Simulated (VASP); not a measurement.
# SrTiO3 (Pm-3m) in VASP: notebook, part 3 of 3

VASP 6.6.1. Earlier steps stand in the parts before.

### 6 Single point, PBE

INCAR

```
SYSTEM = SrTiO3
PREC = Accurate ; ENCUT = 520
EDIFF = 1E-7 ; ISMEAR = 0
SIGMA = 0.05 ; LREAL = .FALSE.
LASPH = .TRUE. ; NELM = 100
ALGO = Normal ; ISIF = 2
LWAVE = .FALSE. ; LCHARG = .FALSE.
GGA = PE ; NBANDS = 28
```

KPOINTS

```
Automatic mesh
0
G
  4 4 4
  0 0 0
```

POSCAR

```
SrTiO3
1.0
    3.9068515029      0.0000000000      0.0000000000
    0.0000000000      3.9068515029      0.0000000000
    0.0000000000      0.0000000000      3.9068515029
Sr Ti O
1 1 3
Direct
    0.0000000000      0.0000000000      0.0000000000
    0.5000000000      0.5000000000      0.5000000000
    0.5000000000      0.0000000000      0.5000000000
    0.5000000000      0.5000000000      0.0000000000
    0.0000000000      0.5000000000      0.5000000000
```

Potentials or basis: VASP PAW PBE potentials, release 64 (Sr_sv, Ti_sv, O).

Run with:

```console
$ cat potpaw_PBE.64/Sr_sv/POTCAR potpaw_PBE.64/Ti_sv/POTCAR potpaw_PBE.64/O/POTCAR > POTCAR
$ mpirun -np 1 vasp_std > vasp.out
```

OUTCAR:

```text
SYSTEM = SrTiO3
   PREC = Accurate
   ENCUT = 520
   EDIFF = 1E-7
   ISMEAR = 0
   LREAL = .FALSE.
   LASPH = .TRUE.
   NELM = 100
   ISIF = 2
   GGA = PE

 ion  position               nearest neighbor table
   1  0.000  0.000  0.000-   3 2.76   4 2.76   5 2.76   3 2.76   5 2.76   4 2.76   5 2.76   5 2.76
                             3 2.76   4 2.76   3 2.76   4 2.76   2 3.38   2 3.38   2 3.38   2 3.38
   2  0.500  0.500  0.500-   3 1.95   4 1.95   5 1.95   4 1.95   3 1.95   5 1.95   1 3.38   1 3.38
                             1 3.38   1 3.38   1 3.38   1 3.38   1 3.38   1 3.38
   3  0.500  0.000  0.500-   2 1.95   2 1.95   1 2.76   1 2.76   1 2.76   1 2.76
   4  0.500  0.500  0.000-   2 1.95   2 1.95   1 2.76   1 2.76   1 2.76   1 2.76
   5  0.000  0.500  0.500-   2 1.95   2 1.95   1 2.76   1 2.76   1 2.76   1 2.76

  LATTYP: Found a simple cubic cell.
 ALAT       =     3.9068515029

  Lattice vectors:

 A1 = (   3.9068515029,   0.0000000000,   0.0000000000)
 A2 = (   0.0000000000,   3.9068515029,   0.0000000000)
 A3 = (   0.0000000000,   0.0000000000,   3.9068515029)

Analysis of symmetry for initial positions (statically):
=====================================================================
 Subroutine PRICEL returns:
 Original cell was already a primitive cell.

 Routine SETGRP: Setting up the symmetry group for a
 simple cubic supercell.

 Subroutine GETGRP returns: Found 48 space group operations
 (whereof 48 operations were pure point group operations)
 out of a pool of 48 trial point group operations.

The static configuration has the point symmetry O_h .

Analysis of symmetry for dynamics (positions and initial velocities):
=====================================================================
 Subroutine PRICEL returns:
 Original cell was already a primitive cell.

 Routine SETGRP: Setting up the symmetry group for a
 simple cubic supercell.

[... 113 lines left out ...]
   IMIX   =      4    mixing-type and parameters
     AMIX     =   0.40;   BMIX     =  1.00
     AMIX_MAG =   1.60;   BMIX_MAG =  1.00
  volume/ion in A,a.u.               =      11.93        80.48
  Fermi-wavevector in a.u.,A,eV,Ry     =   1.433072  2.708113 27.942211  2.053695
  Thomas-Fermi vector in A             =   2.552630
   LORBIT       =      0    0 simple, 1 ext, 2 COOP (PROOUT), +10 PAW based schemes
   GGA     = PE    functional components
   LHFCALC =     F    Hartree Fock is set to
   AEXX    =    0.0000 exact exchange contribution
   IVDW    =     0    specifies the selected vdW correction
   LEPSILON=     F    determine dielectric tensor
   LRPA    =     F    only Hartree local field effects (RPA)
 non-spin polarized calculation
 Gauss-broadening in eV      SIGMA  =   0.05
  energy-cutoff  :      520.00
  volume of cell :       59.63
 maximum number of plane-waves:      1640
 NGX is ok and might be reduce to    30
   NGX = 15   NGY = 15   NGZ = 15

 number of electron      40.0000004 magnetization

 Free energy of the ion-electron system (eV)
  ---------------------------------------------------
  ext. energy  EPLUGINS =         0.00000000
  ---------------------------------------------------
  free energy    TOTEN  =       -40.06096709 eV

  energy without entropy =      -40.06096709  energy(sigma->0) =      -40.06096709

 E-fermi :   4.4694     XC(G=0): -11.2635

 val. band max:        4.1586731224   @ k =   0.5000   0.5000   0.5000
 cond. band min:       5.9928540544   @ k =   0.0000   0.0000   0.0000
 fundamental gap:      1.8341809321
 Fermi energy:         4.4694053109

 k-point     1 :       0.0000    0.0000    0.0000
  band No.  band energies     occupation
      1     -52.3380      2.00000
      2     -28.6390      2.00000
      3     -28.5820      2.00000
      4     -28.5820      2.00000
      5     -28.5820      2.00000
      6     -13.2656      2.00000
[... 299 lines left out ...]
     27      12.5029      0.00000
     28      12.5029      0.00000

------------------------ aborting loop because EDIFF is reached ----------------------------------------

  FORCE on cell =-STRESS in cart. coord.  units (eV):
  Direction    XX          YY          ZZ          XY          YZ          ZX
  --------------------------------------------------------------------------------------
  -------------------------------------------------------------------------------------
  Total        1.7660464      1.7660464      1.7660464      0.0000000      0.0000000      0.0000000
  in kB       47.4495371     47.4495371     47.4495371      0.0000000      0.0000000      0.0000000
  external PRESSURE =      47.4495371 kB  Pullay stress =       0.0000000 kB

 VOLUME and BASIS-vectors are now :
 -----------------------------------------------------------------------------
  energy-cutoff  :      520.00
  volume of cell :       59.63
      direct lattice vectors                 reciprocal lattice vectors
     3.906851503  0.000000000  0.000000000     0.255960586  0.000000000  0.000000000
     0.000000000  3.906851503  0.000000000     0.000000000  0.255960586  0.000000000
     0.000000000  0.000000000  3.906851503     0.000000000  0.000000000  0.255960586

 POSITION                                       TOTAL-FORCE (eV/Angst)
 -----------------------------------------------------------------------------------
      0.00000      0.00000      0.00000         0.000000      0.000000      0.000000
      1.95343      1.95343      1.95343         0.000000      0.000000      0.000000
      1.95343      0.00000      1.95343         0.000000      0.000000      0.000000
      1.95343      1.95343      0.00000         0.000000      0.000000      0.000000
      0.00000      1.95343      1.95343         0.000000      0.000000      0.000000
 -----------------------------------------------------------------------------------
    total drift:                                0.000000      0.000000     -0.000000

  FREE ENERGIE OF THE ION-ELECTRON SYSTEM (eV)
  ---------------------------------------------------
  free  energy   TOTEN  =       -40.0609670860 eV

  energy  without entropy=      -40.0609670860  energy(sigma->0) =      -40.06096709
```

OSZICAR:

```text
N       E                     dE             d eps       ncg     rms          rms(c)
DAV:   1     0.441099340571E+03    0.44110E+03   -0.21404E+04   560   0.160E+03
DAV:   2    -0.335479279839E+01   -0.44445E+03   -0.42699E+03   660   0.441E+02
DAV:   3    -0.480406673358E+02   -0.44686E+02   -0.44301E+02   756   0.138E+02
DAV:   4    -0.503048951278E+02   -0.22642E+01   -0.22591E+01   832   0.259E+01
DAV:   5    -0.503698957105E+02   -0.65001E-01   -0.64982E-01   776   0.364E+00    0.266E+01
DAV:   6    -0.400866187139E+02    0.10283E+02   -0.52072E+01   728   0.642E+01    0.147E+01
DAV:   7    -0.401290223087E+02   -0.42404E-01   -0.74422E+00   700   0.206E+01    0.109E+01
DAV:   8    -0.401340722628E+02   -0.50500E-02   -0.14069E+00   668   0.124E+01    0.289E+00
DAV:   9    -0.400714110963E+02    0.62661E-01   -0.32128E-01   704   0.539E+00    0.115E+00
DAV:  10    -0.400668098709E+02    0.46012E-02   -0.85119E-02   680   0.206E+00    0.692E-01
DAV:  11    -0.400609379364E+02    0.58719E-02   -0.23115E-02   864   0.144E+00    0.111E-01
DAV:  12    -0.400609209513E+02    0.16985E-04   -0.15302E-03   700   0.382E-01    0.668E-02
DAV:  13    -0.400609767481E+02   -0.55797E-04   -0.26883E-04   784   0.124E-01    0.464E-02
DAV:  14    -0.400609727303E+02    0.40178E-05   -0.35863E-05   732   0.394E-02    0.248E-02
DAV:  15    -0.400609665708E+02    0.61595E-05   -0.15076E-05   840   0.317E-02    0.939E-03
DAV:  16    -0.400609671127E+02   -0.54193E-06   -0.78454E-06   680   0.161E-02    0.271E-03
DAV:  17    -0.400609670860E+02    0.26659E-07   -0.57516E-07   656   0.601E-03
   1 F= -.40060967E+02 E0= -.40060967E+02  d E =-.222898E-19
```

It took 23 s on 1 thread of Intel Xeon 6975P-C, shared host; peak memory 0.18 GiB.

What came out:

```yaml
Free_energy: -40.0610 eV
Pressure: 4.7 GPa
Band_gap_on_the_k_mesh: 1.83 eV, indirect (least direct gap 2.19 eV)
```

Levels at points of the mesh, in eV from the valence-band top:
```csv
k point,band 18,band 19,band 20,band 21,band 22,band 23
"(0.00, 0.00, 0.00)",-0.36,-0.36,-0.36,1.83,1.83,1.83
"(0.50, 0.00, 0.00)",-1.98,-0.73,-0.73,2.00,3.76,3.76
"(0.50, 0.50, 0.00)",-1.57,-1.57,-0.09,3.76,3.76,4.21
"(0.50, 0.50, 0.50)",0.00,0.00,0.00,4.43,4.43,4.43
```

A k mesh can miss the band edges.

### 7 Single point, PBE

INCAR

```
PREC = Accurate
ENCUT = 520
EDIFF = 1E-6
ISMEAR = 0
SIGMA = 0.01
LREAL = F
LASPH = T
NELM = 80
ALGO = Normal
ISIF = 2
LWAVE = F
LCHARG = F
GGA = PE
NBANDS = 28
ISYM = 0
```

KPOINTS

```
regular mesh
0
Gamma
  4 4 4
```

POSCAR is that of step 6.

Potentials or basis: VASP PAW PBE potentials, release 64 (Sr_sv, Ti_sv, O).

Run with:

```console
$ cat potpaw_PBE.64/Sr_sv/POTCAR potpaw_PBE.64/Ti_sv/POTCAR potpaw_PBE.64/O/POTCAR > POTCAR
$ mpirun -np 1 vasp_std > vasp.out
```

OUTCAR:

```text
PREC = Accurate
   ENCUT = 520
   EDIFF = 1E-6
   ISMEAR = 0
   LREAL = F
   LASPH = T
   NELM = 80
   ISIF = 2
   GGA = PE
   ISYM = 0

 ion  position               nearest neighbor table
   1  0.000  0.000  0.000-   3 2.76   4 2.76   5 2.76   3 2.76   5 2.76   4 2.76   5 2.76   5 2.76
                             3 2.76   4 2.76   3 2.76   4 2.76   2 3.38   2 3.38   2 3.38   2 3.38
   2  0.500  0.500  0.500-   3 1.95   4 1.95   5 1.95   4 1.95   3 1.95   5 1.95   1 3.38   1 3.38
[... 915 lines left out ...]
  -------------------------------------------------------------------------------------
  Total        1.7731592      1.7731309      1.7732167     -0.0000113      0.0000021     -0.0000002
  in kB       47.6406415     47.6398819     47.6421868     -0.0003048      0.0000577     -0.0000058
  external PRESSURE =      47.6409034 kB  Pullay stress =       0.0000000 kB

 VOLUME and BASIS-vectors are now :
 -----------------------------------------------------------------------------
  energy-cutoff  :      520.00
  volume of cell :       59.63
      direct lattice vectors                 reciprocal lattice vectors
     3.906851503  0.000000000  0.000000000     0.255960586  0.000000000  0.000000000
     0.000000000  3.906851503  0.000000000     0.000000000  0.255960586  0.000000000
     0.000000000  0.000000000  3.906851503     0.000000000  0.000000000  0.255960586

 POSITION                                       TOTAL-FORCE (eV/Angst)
 -----------------------------------------------------------------------------------
      0.00000      0.00000      0.00000         0.000001     -0.000005     -0.000001
      1.95343      1.95343      1.95343        -0.000000      0.000018     -0.000003
      1.95343      0.00000      1.95343        -0.000002      0.000001      0.000003
      1.95343      1.95343      0.00000         0.000001     -0.000005     -0.000003
      0.00000      1.95343      1.95343        -0.000000     -0.000010      0.000004
 -----------------------------------------------------------------------------------
    total drift:                                0.000004      0.000032      0.000000

  FREE ENERGIE OF THE ION-ELECTRON SYSTEM (eV)
  ---------------------------------------------------
  free  energy   TOTEN  =       -40.0609667789 eV

  energy  without entropy=      -40.0609667789  energy(sigma->0) =      -40.06096678
```

OSZICAR:

```text
N       E                     dE             d eps       ncg     rms          rms(c)
DAV:   1     0.433195482051E+03    0.43320E+03   -0.21500E+04  2016   0.159E+03
DAV:   2    -0.451015555369E+01   -0.43771E+03   -0.41693E+03  2296   0.437E+02
DAV:   3    -0.482414965579E+02   -0.43731E+02   -0.43391E+02  2784   0.135E+02
DAV:   4    -0.503114339510E+02   -0.20699E+01   -0.20653E+01  3008   0.248E+01
DAV:   5    -0.503700506709E+02   -0.58617E-01   -0.58603E-01  2764   0.347E+00    0.266E+01
DAV:   6    -0.400762143216E+02    0.10294E+02   -0.52538E+01  2740   0.642E+01    0.147E+01
DAV:   7    -0.401301798595E+02   -0.53966E-01   -0.75600E+00  2608   0.206E+01    0.109E+01
DAV:   8    -0.401358895355E+02   -0.57097E-02   -0.13285E+00  2432   0.125E+01    0.287E+00
DAV:   9    -0.400721187260E+02    0.63771E-01   -0.32107E-01  2548   0.539E+00    0.118E+00
DAV:  10    -0.400660020387E+02    0.61167E-02   -0.84373E-02  2568   0.208E+00    0.656E-01
DAV:  11    -0.400609525184E+02    0.50495E-02   -0.19585E-02  3188   0.133E+00    0.126E-01
DAV:  12    -0.400609397533E+02    0.12765E-04   -0.13373E-03  2484   0.351E-01    0.905E-02
DAV:  13    -0.400609676435E+02   -0.27890E-04   -0.34906E-04  3008   0.147E-01    0.475E-02
DAV:  14    -0.400609717592E+02   -0.41158E-05   -0.47030E-05  2692   0.515E-02    0.259E-02
DAV:  15    -0.400609666907E+02    0.50685E-05   -0.14469E-05  2872   0.362E-02    0.120E-02
DAV:  16    -0.400609667789E+02   -0.88228E-07   -0.80852E-06  2364   0.191E-02
   1 F= -.40060967E+02 E0= -.40060967E+02  d E =-.326064E-75
```

It took 59 s on 1 thread of Intel Xeon 6975P-C, shared host; peak memory 0.21 GiB.

What came out:

```yaml
Free_energy: -40.0610 eV
Pressure: 4.8 GPa
Band_gap_on_the_k_mesh: 1.83 eV, indirect (least direct gap 2.19 eV)
```

### 8 Overview

```tsv
smearing	gap on the mesh (eV)	pressure (GPa)
gaussian 0.01 eV	1.83	4.8
fermi-dirac 0.05 eV	1.83	4.7
methfessel-paxton 0.247 eV	1.83	4.7
gaussian 0.05 eV	1.83	4.7
```

Alike in all rows: task single point; level PBE; potentials or basis VASP PAW PBE potentials, release 64 (Sr_sv, Ti_sv, O); no spin polarisation; cell as given; k mesh 4 × 4 × 4; cutoff (eV) 520.

On the cell as given the gap runs from 1.83 eV (PBE) to 1.83 eV (PBE).

Absolute energies hang on the potentials; compare differences alone.
